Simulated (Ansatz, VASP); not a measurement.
Two plane-wave programs on Cd4InO

The input INCAR:

```
PREC = Accurate ; ENCUT = 520
EDIFF = 1E-6 ; ISMEAR = 0
SIGMA = 0.1 ; LREAL = False
LASPH = True ; NELM = 150
ALGO = Normal ; ISIF = 2
LWAVE = False ; LCHARG = True
ISPIN = 2 ; MAGMOM = 0 0 0 0 0 1
LORBIT = 11 ; GGA = PE
LELF = True ; LVHAR = True
NBANDS = 46
```

File KPOINTS:

```
Automatic mesh
0
Gamma
  4 4 4
```

File POSCAR:

```
Cd4InO
1.0
    0.0000000000      4.5371826637      4.5371826637
    4.5371826637      0.0000000000      4.5371826637
    4.5371826637      4.5371826637      0.0000000000
Cd In O
4 1 1
Direct
    0.3619199743      0.3619199743      0.9142400770
    0.3619199743      0.9142400770      0.3619199743
    0.9142400770      0.3619199743      0.3619199743
    0.3619199743      0.3619199743      0.3619199743
    0.0000000000      0.0000000000      0.0000000000
    0.5000000000      0.5000000000      0.5000000000
```

Input for Ansatz:

```yaml
crystal:
  lattice:
    - [0.0, 4.5371826637, 4.5371826637]
    - [4.5371826637, 0.0, 4.5371826637]
    - [4.5371826637, 4.5371826637, 0.0]
  atoms:
    - { symbol: Cd, position: [0.3619199743, 0.3619199743, 0.914240077] }
    - { symbol: Cd, position: [0.3619199743, 0.914240077, 0.3619199743] }
    - { symbol: Cd, position: [0.914240077, 0.3619199743, 0.3619199743] }
    - { symbol: Cd, position: [0.3619199743, 0.3619199743, 0.3619199743] }
    - { symbol: In, position: [0.0, 0.0, 0.0] }
    - { symbol: O, position: [0.5, 0.5, 0.5], spin: 1.0 }
basis:
  ecutwfc: 420
kpoints:
  mp_grid: { grid: [4, 4, 4] }
hamiltonian:
  xc: pbe
scf:
  occupations: { method: gaussian, width: 0.1 }
  lower_state_search: "off"
output:
  forces: true
  stress: true
  eigenvalues: true
  populations: true
magnetization:
  spin_polarized: true
```

Change from the starting cell: species swapped into the CsBH4 type (F-43m, No. 216).

Alike in both runs: task single point; functional PBE; k mesh 4 × 4 × 4; occupations gaussian, width 0.1 eV; collinear spin.

|  | VASP | Ansatz |
| --- | --- | --- |
| version | VASP 6.6.1 | Ansatz 0.2.0 |
| potentials or method | VASP PAW PBE potentials, release 64 (Cd, In_d, O), cutoff 520 eV | scalar-relativistic, plane waves, PAW |
| valence electrons in the cell | 67 | 99 |

VASP gave:

* gap on the k mesh at the Fermi level (eV): none
* pressure (GPa): 0.4
* rms of the force components (eV/Å): 0.031
* net moment per atom (μB): 0.00

What did Ansatz give for the same quantities?

gap on the k mesh at the Fermi level (eV): none; pressure (GPa): 0.1; rms of the force components (eV/Å): 0.001; net moment per atom (μB): 0.00.

Atom by atom the forces differ by 0.030 eV/Å (rms over components). A gap of «none» marks a metal or a gap that the smearing closes. VASP's potentials hold 67 valence electrons a cell and Ansatz's 99, so a difference there can come from the potentials and not from the codes. Ansatz's warnings: seeded moment not kept.
